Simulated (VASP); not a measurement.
# YNbN2 (P4/mmm) in VASP: a series of runs

Runs on YNbN2. Level: PBE. Tasks: single point, relaxation of cell and atoms.

Everything below comes from runs of VASP 6.6.1. Logs are shortened: lines on timing, memory, paths and dates and some standing lists are left out, and cuts for length are marked.

## Step 1: The cell of the first run

The structure is tetragonal, space group P4/mmm (No. 123). Conventional cell: a = 3.283 Å, b = 3.283 Å, c = 4.628 Å, α = 90.00°, β = 90.00°, γ = 90.00°. Within 3.1 Å of Y (site symmetry 4/mmm) lie 6 N at 2.31 to 2.32 Å. Nb (site symmetry 4/mmm) has 6 N at 2.31 to 2.32 Å within 3.1 Å. Within 3.1 Å of N (site symmetry 4/mmm) lie 2 Nb at 2.31 Å and 4 Y at 2.32 Å. N (site symmetry 4/mmm) has 2 Y at 2.31 Å and 4 Nb at 2.32 Å within 3.1 Å.

The cell was generated, and may not be a known phase.

## Step 2: Single point, PBE

Input file INCAR:

```
SYSTEM = YNbN2
ALGO = Fast
EDIFF = 1E-7
ENCUT = 520
GGA = PE
ISIF = 2
ISMEAR = 0
LASPH = .True.
LCHARG = .False.
LREAL = .False.
LWAVE = .False.
NBANDS = 25
NELM = 60
PREC = Accurate
SIGMA = 0.1
```

Input file KPOINTS:

```
k-points
0
Gamma
  6 6 4
  0 0 0
```

Input file POSCAR:

```
YNbN2
1.0
    3.2832150064      0.0000000000      0.0000000000
    0.0000000000      3.2832150064      0.0000000000
    0.0000000000      0.0000000000      4.6284348111
Y Nb N
1 1 2
Direct
    0.5000000000      0.5000000000      0.5000000000
    0.0000000000      0.0000000000      0.0000000000
    0.0000000000      0.0000000000      0.5000000000
    0.5000000000      0.5000000000      0.0000000000
```

Potentials or basis: VASP PAW PBE potentials, release 64 (Y_sv, Nb_sv, N).

Run with:

```bash
$ cat potpaw_PBE.64/Y_sv/POTCAR potpaw_PBE.64/Nb_sv/POTCAR potpaw_PBE.64/N/POTCAR > POTCAR
$ mpirun -np 1 vasp_std > vasp.out
```

OUTCAR:

```text
SYSTEM = YNbN2
   EDIFF = 1E-7
   ENCUT = 520
   GGA = PE
   ISIF = 2
   ISMEAR = 0
   LASPH = .True.
   LREAL = .False.
   NELM = 60
   PREC = Accurate

 ion  position               nearest neighbor table
   1  0.500  0.500  0.500-   4 2.31   4 2.31   3 2.32   3 2.32   3 2.32   3 2.32   2 3.28   2 3.28
                             2 3.28   2 3.28   2 3.28   2 3.28   2 3.28   2 3.28
   2  0.000  0.000  0.000-   3 2.31   3 2.31   4 2.32   4 2.32   4 2.32   4 2.32   1 3.28   1 3.28
                             1 3.28   1 3.28   1 3.28   1 3.28   1 3.28   1 3.28
   3  0.000  0.000  0.500-   2 2.31   2 2.31   1 2.32   1 2.32   1 2.32   1 2.32
   4  0.500  0.500  0.000-   1 2.31   1 2.31   2 2.32   2 2.32   2 2.32   2 2.32

  LATTYP: Found a simple tetragonal cell.
 ALAT       =     3.2832150064
 C/A-ratio  =     1.4097263816

  Lattice vectors:

 A1 = (   3.2832150064,   0.0000000000,   0.0000000000)
 A2 = (   0.0000000000,   3.2832150064,   0.0000000000)
 A3 = (   0.0000000000,   0.0000000000,   4.6284348111)

Analysis of symmetry for initial positions (statically):
=====================================================================
 Subroutine PRICEL returns:
 Original cell was already a primitive cell.

 Routine SETGRP: Setting up the symmetry group for a
 simple tetragonal supercell.

 Subroutine GETGRP returns: Found 16 space group operations
 (whereof 16 operations were pure point group operations)
 out of a pool of 16 trial point group operations.

The static configuration has the point symmetry D_4h.

Analysis of symmetry for dynamics (positions and initial velocities):
=====================================================================
 Subroutine PRICEL returns:
 Original cell was already a primitive cell.

 Routine SETGRP: Setting up the symmetry group for a
 simple tetragonal supercell.

 Subroutine GETGRP returns: Found 16 space group operations
 (whereof 16 operations were pure point group operations)
 out of a pool of 16 trial point group operations.

The dynamic configuration has the point symmetry D_4h.

 Subroutine INISYM returns: Found 16 space group operations
 (whereof 16 operations are pure point group operations),
 and found     1 'primitive' translations

----------------------------------------------------------------------------------------

                                     Primitive cell

  volume of cell :      49.8922

[... 91 lines left out ...]
   NELM   =     60;   NELMIN=  2; NELMDL= -5     # of ELM steps
   EDIFF  = 0.1E-06   stopping-criterion for ELM
   LREAL  =      F    real-space projection
   EDIFFG = 0.1E-05   stopping-criterion for IOM
   NSW    =      0    number of steps for IOM
   IBRION =     -1    ionic relax: 0-MD 1-quasi-New 2-CG
   NFREE  =      0    steps in history (QN), initial steepest desc. (CG)
   ISIF   =      2    stress and relaxation
   ISYM   =      2    0-nonsym 1-usesym 2-fastsym
   POTIM  = 0.5000    time-step for ionic-motion
   TEBEG  =    0.0;   TEEND  =   0.0 temperature during run
   PSTRESS=    0.0 pullay stress
   NELECT =      34.0000    total number of electrons
   NUPDOWN=      -1.0000    fix difference up-down
   EMIN   =  10.00;   EMAX   =-10.00  energy-range for DOS
   EFERMI =   0.00;   METHOD = LEGACY
   ISMEAR =     0;   SIGMA  =   0.10  broadening in eV -4-tet -1-fermi 0-gaus
   EFERMI_NEDOS =   21; number of points for ismear=-14 and -15
   IALGO  =     68    algorithm
   IMIX   =      4    mixing-type and parameters
     AMIX     =   0.40;   BMIX     =  1.00
     AMIX_MAG =   1.60;   BMIX_MAG =  1.00
  volume/ion in A,a.u.               =      12.47        84.17
  Fermi-wavevector in a.u.,A,eV,Ry     =   1.440645  2.722424 28.238307  2.075457
  Thomas-Fermi vector in A             =   2.559366
   LORBIT       =      0    0 simple, 1 ext, 2 COOP (PROOUT), +10 PAW based schemes
   GGA     = PE    functional components
   LHFCALC =     F    Hartree Fock is set to
   AEXX    =    0.0000 exact exchange contribution
   IVDW    =     0    specifies the selected vdW correction
   LEPSILON=     F    determine dielectric tensor
   LRPA    =     F    only Hartree local field effects (RPA)
 non-spin polarized calculation
 RMM-DIIS sequential band-by-band and
 Gauss-broadening in eV      SIGMA  =   0.10
  energy-cutoff  :      520.00
  volume of cell :       49.89
 maximum number of plane-waves:      1384
   NGX = 13   NGY = 13   NGZ = 17

 number of electron      34.0000001 magnetization

 Free energy of the ion-electron system (eV)
  ---------------------------------------------------
  ext. energy  EPLUGINS =         0.00000000
  ---------------------------------------------------
  free energy    TOTEN  =       -38.30647617 eV

  energy without entropy =      -38.28965051  energy(sigma->0) =      -38.29806334

 E-fermi :   8.9446     XC(G=0): -12.2771

 val. band max:        8.8984495144   @ k =   0.1667   0.1667   0.2500
 cond. band min:       8.9510143205   @ k =   0.5000   0.1667   0.0000
 fundamental gap:      0.0525648061
 Fermi energy:         8.9446095829

 k-point     1 :       0.0000    0.0000    0.0000
  band No.  band energies     occupation
      1     -47.3802      2.00000
      2     -32.5286      2.00000
      3     -23.3656      2.00000
      4     -23.3287      2.00000
      5     -23.3287      2.00000
      6     -12.8626      2.00000
[... 661 lines left out ...]
     24      14.6735      0.00000
     25      14.8748      0.00000

 [... further k-points ...]

------------------------ aborting loop because EDIFF is reached ----------------------------------------

  FORCE on cell =-STRESS in cart. coord.  units (eV):
  Direction    XX          YY          ZZ          XY          YZ          ZX
  --------------------------------------------------------------------------------------
  -------------------------------------------------------------------------------------
  Total       -0.1150186     -0.1150186     -0.1092276      0.0000000     -0.0000000      0.0000000
  in kB       -3.6935647     -3.6935647     -3.5075999      0.0000000     -0.0000000      0.0000000
  external PRESSURE =      -3.6315764 kB  Pullay stress =       0.0000000 kB

 VOLUME and BASIS-vectors are now :
 -----------------------------------------------------------------------------
  energy-cutoff  :      520.00
  volume of cell :       49.89
      direct lattice vectors                 reciprocal lattice vectors
     3.283215006  0.000000000  0.000000000     0.304579505  0.000000000  0.000000000
     0.000000000  3.283215006  0.000000000     0.000000000  0.304579505  0.000000000
     0.000000000  0.000000000  4.628434811     0.000000000  0.000000000  0.216055760

 POSITION                                       TOTAL-FORCE (eV/Angst)
 -----------------------------------------------------------------------------------
      1.64161      1.64161      2.31422         0.000000      0.000000      0.000000
      0.00000      0.00000      0.00000         0.000000      0.000000      0.000000
      0.00000      0.00000      2.31422         0.000000      0.000000      0.000000
      1.64161      1.64161      0.00000         0.000000      0.000000      0.000000
 -----------------------------------------------------------------------------------
    total drift:                                0.000000     -0.000000     -0.000000

  FREE ENERGIE OF THE ION-ELECTRON SYSTEM (eV)
  ---------------------------------------------------
  free  energy   TOTEN  =       -38.3064761670 eV

  energy  without entropy=      -38.2896505076  energy(sigma->0) =      -38.29806334
```

OSZICAR:

```text
N       E                     dE             d eps       ncg     rms          rms(c)
DAV:   1     0.265806404506E+03    0.26581E+03   -0.18299E+04  1500   0.140E+03
DAV:   2    -0.245798274374E+02   -0.29039E+03   -0.27522E+03  1810   0.433E+02
DAV:   3    -0.453050383285E+02   -0.20725E+02   -0.20437E+02  2646   0.961E+01
[... 31 lines left out ...]
RMM:  35    -0.383064756324E+02   -0.32171E-06   -0.32911E-06  1657   0.555E-03    0.168E-03
RMM:  36    -0.383064758430E+02   -0.21067E-06   -0.22424E-06  1584   0.436E-03    0.192E-03
RMM:  37    -0.383064760104E+02   -0.16742E-06   -0.16394E-06  1530   0.366E-03    0.207E-03
RMM:  38    -0.383064761007E+02   -0.90216E-07   -0.10670E-06  1440   0.288E-03    0.242E-03
RMM:  39    -0.383064761670E+02   -0.66352E-07   -0.73224E-07  1373   0.255E-03
   1 F= -.38306476E+02 E0= -.38298063E+02  d E =-.168257E-01
```

stdout:

```text
POSCAR found type information on POSCAR Y NbN
 POSCAR found :  3 types and       4 ions
[... 26 lines left out ...]
 num prob  num prob  num prob  num prob  num prob  num prob  num prob  num prob  num prob  num prob  num prob  num prob  num prob  num prob  num prob  num prob  num prob  num prob RMM:  37    -0.383064760104E+02   -0.16742E-06   -0.16394E-06  1530   0.366E-03    0.207E-03
 num prob  num prob  num prob  num prob  num prob  num prob  num prob  num prob  num prob  num prob  num prob  num prob  num prob  num prob  num prob  num prob RMM:  38    -0.383064761007E+02   -0.90216E-07   -0.10670E-06  1440   0.288E-03    0.242E-03
 num prob  num prob  num prob  num prob  num prob  num prob  num prob  num prob  num prob  num prob  num prob  num prob  num prob  num prob  num prob WARNING in EDDRMM: call to ZHEGV failed, returncode =   8  4     20
 num prob RMM:  39    -0.383064761670E+02   -0.66352E-07   -0.73224E-07  1373   0.255E-03
```

Run time: 2.4 min. Hardware: 1 thread of Oxide Virtual Turin-like, shared host; peak memory 0.16 GiB.

What came out:

```yaml
Free_energy: -38.3065 eV
Pressure: -0.4 GPa
Band_gap_on_the_k_mesh: zero (bands 17 and 18 overlap by 3.53 eV)
```

Levels at points of the mesh, in eV from the Fermi level:
```tsv
k point	band 13	band 14	band 15	band 16	band 17	band 18	band 19	band 20	band 21	band 22
(0.00, 0.00, 0.00)	-2.90	-2.90	-2.07	-1.81	-1.81	-0.52	-0.52	0.50	0.79	1.10
(0.50, 0.00, 0.00)	-5.28	-4.11	-4.07	-4.00	0.31	0.94	1.23	2.46	3.29	4.40
(0.50, 0.50, 0.00)	-3.03	-3.03	-2.82	-2.31	-2.15	-2.15	1.81	2.18	2.41	5.06
(0.00, 0.00, 0.50)	-3.19	-3.19	-2.93	-2.58	-2.58	-0.18	0.59	1.44	1.44	2.27
(0.50, 0.00, 0.50)	-5.60	-5.43	-4.56	-4.53	1.38	1.47	1.82	4.83	5.08	5.53
(0.50, 0.50, 0.50)	-4.79	-4.47	-3.58	-3.58	0.49	0.49	2.19	2.50	2.77	2.77
```

## Step 3: Single point, PBE

This run uses another cell than the first one, of 15.29 Å³/atom.

Input file INCAR:

```
SYSTEM = YNbN2
PREC = Accurate
ENCUT = 520
EDIFF = 1E-6
ISMEAR = 0
SIGMA = 0.1
LREAL = .FALSE.
LASPH = .TRUE.
NELM = 60
ALGO = Normal
ISIF = 2
LWAVE = .FALSE.
LCHARG = .FALSE.
GGA = PE
NBANDS = 25
```

Input file KPOINTS:

```
Automatic mesh
0
G
  6 6 4
  0 0 0
```

Input file POSCAR:

```
YNbN2
1.0
    3.5108225400      0.0000000000      0.0000000000
    0.0000000000      3.5108225400      0.0000000000
    0.0000000000      0.0000000000      4.9632600200
Y Nb N
1 1 2
Direct
    0.5000000000      0.5000000000      0.5000000000
    0.0000000000      0.0000000000      0.0000000000
    0.0000000000      0.0000000000      0.5000000000
    0.5000000000      0.5000000000      0.0000000000
```

Potentials or basis: VASP PAW PBE potentials, release 64 (Y_sv, Nb_sv, N).

Run with:

```bash
$ cat potpaw_PBE.64/Y_sv/POTCAR potpaw_PBE.64/Nb_sv/POTCAR potpaw_PBE.64/N/POTCAR > POTCAR
$ mpirun -np 1 vasp_std > vasp.out
```

It took 39 s on 1 thread of Oxide Virtual Turin-like, shared host; peak memory 0.19 GiB.

The run converged. Its results:

| Property | Result |
| --- | --- |
| Free energy | -37.0875 eV |
| Pressure | -28.7 GPa |
| Band gap on the k mesh | zero (bands 17 and 18 overlap by 3.05 eV) |

Stress tensor (GPa, compression positive):
```
-28.51   0.00   0.00
  0.00 -28.51   0.00
  0.00   0.00 -29.18
```

Levels at points of the mesh, in eV from the Fermi level:
| k point | band 14 | band 15 | band 16 | band 17 | band 18 | band 19 | band 20 | band 21 |
| --- | --- | --- | --- | --- | --- | --- | --- | --- |
| (0.00, 0.00, 0.00) | -2.46 | -1.72 | -1.58 | -1.58 | -0.38 | -0.38 | 0.35 | 0.70 |
| (0.50, 0.00, 0.00) | -3.54 | -3.45 | -3.34 | 0.18 | 0.71 | 0.82 | 1.59 | 3.00 |
| (0.50, 0.50, 0.00) | -2.24 | -2.24 | -2.17 | -2.10 | -2.10 | 1.20 | 1.47 | 1.51 |
| (0.00, 0.00, 0.50) | -2.61 | -2.25 | -2.25 | -2.20 | 0.23 | 0.40 | 1.01 | 1.01 |
| (0.50, 0.00, 0.50) | -4.37 | -3.68 | -3.66 | 0.95 | 0.99 | 1.26 | 4.11 | 4.14 |
| (0.50, 0.50, 0.50) | -3.69 | -3.32 | -3.32 | 0.29 | 0.29 | 1.50 | 1.51 | 2.56 |

Caveat: the cell stands under tension.

## Step 4: Relaxation of cell and atoms, PBE

This run uses another cell than the first one, of 15.29 Å³/atom.

Input file INCAR:

```
SYSTEM = YNbN2
PREC = Accurate ; ENCUT = 600
EDIFF = 1E-7 ; ISMEAR = 0
SIGMA = 0.1 ; LREAL = .FALSE.
LASPH = .TRUE. ; NELM = 80
ALGO = Normal ; ISIF = 3
LWAVE = .FALSE. ; LCHARG = .FALSE.
GGA = PE ; IBRION = 2
NSW = 90 ; EDIFFG = -0.04
```

KPOINTS is that of step 3.

POSCAR is that of step 3.

Potentials or basis: VASP PAW PBE potentials, release 64 (Y_sv, Nb_sv, N).

Run with:

```bash
$ cat potpaw_PBE.64/Y_sv/POTCAR potpaw_PBE.64/Nb_sv/POTCAR potpaw_PBE.64/N/POTCAR > POTCAR
$ mpirun -np 1 vasp_std > vasp.out
```

OUTCAR:

```text
SYSTEM = YNbN2
   PREC = Accurate
   ENCUT = 600
   EDIFF = 1E-7
   ISMEAR = 0
   LREAL = .FALSE.
   LASPH = .TRUE.
   NELM = 80
   ISIF = 3
   GGA = PE
   IBRION = 2
   NSW = 90
   EDIFFG = -0.04

 ion  position               nearest neighbor table
   1  0.500  0.500  0.500-   4 2.48   4 2.48   3 2.48   3 2.48   3 2.48   3 2.48   2 3.51   2 3.51
                             2 3.51   2 3.51   2 3.51   2 3.51   2 3.51   2 3.51
   2  0.000  0.000  0.000-   1 3.51   1 3.51   1 3.51   1 3.51   1 3.51   1 3.51   1 3.51   1 3.51

   3  0.000  0.000  0.500-   1 2.48   1 2.48   1 2.48   1 2.48
   4  0.500  0.500  0.000-   1 2.48   1 2.48

  LATTYP: Found a simple tetragonal cell.
 ALAT       =     3.5108225400
 C/A-ratio  =     1.4137029039

  Lattice vectors:

 A1 = (   3.5108225400,   0.0000000000,   0.0000000000)
 A2 = (   0.0000000000,   3.5108225400,   0.0000000000)
 A3 = (   0.0000000000,   0.0000000000,   4.9632600200)

Analysis of symmetry for initial positions (statically):
[... 223 lines left out ...]
 Fermi energy:        11.5529823493

 k-point     1 :       0.0000    0.0000    0.0000
  band No.  band energies     occupation
      1     -44.4920      2.00000
      2     -29.3294      2.00000
      3     -20.6601      2.00000
      4     -20.4516      2.00000
      5     -20.4516      2.00000
      6     -10.0403      2.00000
[... 680 lines left out ...]
--------------------------------------- Ionic step        5  -------------------------------------------

 number of electron      34.0000005 magnetization

 Free energy of the ion-electron system (eV)
  ---------------------------------------------------
  ext. energy  EPLUGINS =         0.00000000
  ---------------------------------------------------
  free energy    TOTEN  =       -38.32421530 eV

  energy without entropy =      -38.30755844  energy(sigma->0) =      -38.31588687

 E-fermi :   8.9862     XC(G=0): -12.2973

 val. band max:        8.9364296770   @ k =   0.1667   0.1667   0.2500
 cond. band min:       8.9937210483   @ k =   0.5000   0.1667   0.0000
 fundamental gap:      0.0572913712
 Fermi energy:         8.9861683251

 k-point     1 :       0.0000    0.0000    0.0000
  band No.  band energies     occupation
      1     -47.3358      2.00000
      2     -32.4741      2.00000
      3     -23.3232      2.00000
      4     -23.2844      2.00000
      5     -23.2844      2.00000
      6     -12.8136      2.00000
[... 598 lines left out ...]
  FREE ENERGIE OF THE ION-ELECTRON SYSTEM (eV)
  ---------------------------------------------------
  free  energy   TOTEN  =       -38.3242152965 eV

  energy  without entropy=      -38.3075584444  energy(sigma->0) =      -38.31588687

 reached required accuracy - stopping structural energy minimisation
```

OSZICAR:

```text
N       E                     dE             d eps       ncg     rms          rms(c)
DAV:   1     0.299867193787E+03    0.29987E+03   -0.19643E+04  1260   0.180E+03
DAV:   2    -0.145221734480E+02   -0.31439E+03   -0.30357E+03  1524   0.533E+02
DAV:   3    -0.439148759188E+02   -0.29393E+02   -0.28986E+02  2222   0.122E+02
[... 68 lines left out ...]
DAV:   7    -0.383242140135E+02   -0.50410E-05   -0.68931E-06  2261   0.170E-02    0.302E-03
DAV:   8    -0.383242148359E+02   -0.82240E-06   -0.95180E-07  1937   0.662E-03    0.169E-03
DAV:   9    -0.383242151563E+02   -0.32047E-06   -0.86822E-08   875   0.301E-03    0.779E-04
DAV:  10    -0.383242153437E+02   -0.18731E-06   -0.53674E-08   735   0.232E-03    0.556E-04
DAV:  11    -0.383242152965E+02    0.47197E-07   -0.23839E-08   700   0.186E-03
   5 F= -.38324215E+02 E0= -.38315887E+02  d E =-.123409E+01
```

CONTCAR:

```text
YNbN2
   1.00000000000000
     3.2778025946168503    0.0000000000000000    0.0000000000000000
     0.0000000000000000    3.2778025946168503   -0.0000000000000000
     0.0000000000000000   -0.0000000000000000    4.6262270072239939
  Y               Nb              N
     1     1     2
Direct
     0.5000000000000000    0.5000000000000000    0.5000000000000000
     0.0000000000000000    0.0000000000000000    0.0000000000000000
     0.0000000000000000    0.0000000000000000    0.5000000000000000
     0.5000000000000000    0.5000000000000000    0.0000000000000000

  0.00000000E+00  0.00000000E+00  0.00000000E+00
  0.00000000E+00  0.00000000E+00  0.00000000E+00
  0.00000000E+00  0.00000000E+00  0.00000000E+00
  0.00000000E+00  0.00000000E+00  0.00000000E+00
```

Run time: 2.6 min. Hardware: 1 thread of Oxide Virtual Turin-like, shared host; peak memory 0.2 GiB.

Results:

| Item | Value |
| --- | --- |
| Free energy | -38.3242 eV |
| Relaxed volume | 12.43 Å³/atom |
| Relaxed cell | a = 3.278 Å, b = 3.278 Å, c = 4.626 Å, α = 90.00°, β = 90.00°, γ = 90.00° |
| Space group after relaxing (to 0.1 Å) | P4/mmm (No. 123) |
| Energy gained by relaxing | 308.5 meV/atom |
| Ionic steps | 5 |
| Pressure after relaxing | 0.4 GPa |
| Band gap on the k mesh | zero (bands 17 and 18 overlap by 3.53 eV) |

Stress tensor (GPa, compression positive):
```
0.50 0.00 0.00
0.00 0.50 0.00
0.00 0.00 0.09
```

Step by step:
```
step  energy change (eV)  largest force (eV/Å)  pressure (GPa)  volume (Å³)
   1              0.0000                0.0000          -28.81        61.18
   2              0.7592                0.0000           78.62        39.91
   3             -1.2307                0.0000           -2.20        50.29
   4             -1.2340                0.0000           -0.57        49.91
   5             -1.2341                0.0000            0.36        49.70
```

Final structure:
```cif
data_structure
_symmetry_space_group_name_H-M 'P 1'
_symmetry_Int_Tables_number 1
_cell_length_a 3.2778
_cell_length_b 3.2778
_cell_length_c 4.6262
_cell_angle_alpha 90.000
_cell_angle_beta 90.000
_cell_angle_gamma 90.000
_cell_volume 49.70
loop_
_atom_site_label
_atom_site_type_symbol
_atom_site_fract_x
_atom_site_fract_y
_atom_site_fract_z
_atom_site_occupancy
Y1 Y 0.50000 0.50000 0.50000 1
Nb1 Nb 0.00000 0.00000 0.00000 1
N1 N 0.00000 0.00000 0.50000 1
N2 N 0.50000 0.50000 0.00000 1
```

Caveat: the volume moved by over 15 % at a fixed basis, so the end points are rough.

## Step 5: Summary

```tsv
task	cell	cutoff (eV)	gap on the mesh (eV)	pressure (GPa)
single point	a = 3.283, b = 3.283, c = 4.628 Å, 4 atoms	520	none	-0.4
single point	a = 3.511, b = 3.511, c = 4.963 Å, 4 atoms	520	none	-28.7
relaxation of cell and atoms	relaxed from a = 3.511, b = 3.511, c = 4.963 Å, 4 atoms	600	none	0.4
```

Alike in all rows: level PBE; potentials or basis VASP PAW PBE potentials, release 64 (Y_sv, Nb_sv, N); no spin polarisation; k mesh 6 × 6 × 4; smearing gaussian 0.1 eV.

Caveats: the cell stands under tension (at least some runs); the volume moved by over 15 % at a fixed basis, so the end points are rough (at least some runs).

Total energies depend on the potentials used, so only differences within one code and one set of settings carry meaning.

The gap in the log of VASP goes by the Fermi energy; the results here count the filled bands.